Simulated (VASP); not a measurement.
**GaP: relaxation of cell and atoms with PBE+D3(BJ)**

The system is GaP.

```xyz
2
Lattice="0.0000 2.7252 2.7252 2.7252 0.0000 2.7252 2.7252 2.7252 0.0000" Properties=species:S:1:pos:R:3 pbc="T T T"
Ga    0.0000    0.0000    0.0000
P     4.0879    4.0879    4.0879
```

* Program: VASP 6.6.1
* Task: relaxation of cell and atoms
* Functional: PBE
* Dispersion: D3(BJ)
* Potentials or basis: VASP PAW PBE potentials, release 64 (Ga_d, P)
* Cutoff: 600 eV
* k mesh: 8 × 8 × 8
* Occupations: gaussian, width 0.02 eV
* Spin: no spin polarisation
* Dipole correction: no
* Further INCAR settings: ALGO = Normal; EDIFF = 1e-06; IBRION = 2; EDIFFG = -0.005; NSW = 100; ISIF = 3

```yaml
Relaxed_volume: 20.18 Å³/atom
Relaxed_cell: a = 3.850 Å, b = 3.850 Å, c = 3.850 Å, α = 60.00°, β = 60.00°, γ = 60.00°
Space_group_after_relaxing_to_0.1_Å: F-43m (No. 216)
Energy_gained_by_relaxing: 0.1 meV/atom
Ionic_steps: 3
Pressure_after_relaxing: 0.0 GPa
Band_gap_on_the_k_mesh: 1.64 eV (least direct gap 1.85 eV)
Dispersion_energy_per_atom: -0.318 eV
```

Step by step:
| step | energy change (eV) | largest force (eV/Å) | pressure (GPa) | volume (Å³) |
| --- | --- | --- | --- | --- |
| 1 | 0.0000 | 0.0000 | -0.30 | 40.48 |
| 2 | 0.0000 | 0.0000 | 0.23 | 40.26 |
| 3 | -0.0001 | 0.0000 | -0.01 | 40.36 |

Final structure:
```yaml
crystal:
  lattice:
    - [0.00000, 2.72245, 2.72245]
    - [2.72245, 0.00000, 2.72245]
    - [2.72245, 2.72245, 0.00000]
  atoms:
    - { symbol: Ga, position: [0.00000, 0.00000, 0.00000] }
    - { symbol: P, position: [0.75000, 0.75000, 0.75000] }
```

Levels at points of the mesh, in eV from the valence-band top:
| k point | band 7 | band 8 | band 9 | band 10 | band 11 | band 12 |
| --- | --- | --- | --- | --- | --- | --- |
| (0.00, 0.00, 0.00) | 0.00 | 0.00 | 0.00 | 1.85 | 3.89 | 3.89 |
| (0.50, 0.00, 0.00) | -6.65 | -1.12 | -1.12 | 1.68 | 4.72 | 4.72 |
| (0.50, 0.50, 0.00) | -6.77 | -2.69 | -2.69 | 1.65 | 1.82 | 10.62 |

Run time: 27 s on 1 thread of Intel(R) Xeon(R) Platinum 8559C (Emerald Rapids) (shared host), peak memory 0.2 GiB.

A k mesh can miss the band edges.
